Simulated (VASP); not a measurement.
## SiC (Moissanite 3C): electric field gradients with PBE

Crystal: SiC (Moissanite 3C).

```xyz
2
Lattice="0.0000 2.1790 2.1790 2.1790 0.0000 2.1790 2.1790 2.1790 0.0000" Properties=species:S:1:pos:R:3 pbc="T T T"
Si    0.0000    0.0000    0.0000
C     3.2685    3.2685    3.2685
```

```json
{
 "Program": "VASP 6.6.1",
 "Task": "electric field gradients",
 "Functional": "PBE",
 "Potentials or basis": "VASP PAW PBE potentials, release 64 (Si, C)",
 "Cutoff": "520 eV",
 "k mesh": "10 × 10 × 10",
 "Occupations": "fermi-dirac, width 0.05 eV",
 "Spin": "no spin polarisation",
 "Dipole correction": "no",
 "Further INCAR settings": "ALGO = Normal; EDIFF = 1e-08; NBANDS = 11"
}
```

```yaml
Pressure: 3.2 GPa
Band_gap_on_the_k_mesh: 1.36 eV, indirect (least direct gap 4.54 eV)
```

Levels at points of the mesh, in eV from the valence-band top:
| k point | band 2 | band 3 | band 4 | band 5 | band 6 | band 7 |
| --- | --- | --- | --- | --- | --- | --- |
| (0.00, 0.00, 0.00) | 0.00 | 0.00 | 0.00 | 6.23 | 7.31 | 7.31 |
| (0.50, 0.00, 0.00) | -8.53 | -1.05 | -1.05 | 5.43 | 7.23 | 7.23 |
| (0.50, 0.50, 0.00) | -7.79 | -3.18 | -3.18 | 1.36 | 4.32 | 14.04 |

Run time: 4.3 s on 1 thread of Intel(R) Xeon(R) 6975P-C (Granite Rapids), on a shared host, peak memory 0.13 GiB.

Caveat: without QUAD_EFG the Cq values of the log hold for a quadrupole moment of 1 mb, not for the nuclei. A k mesh can miss the band edges.
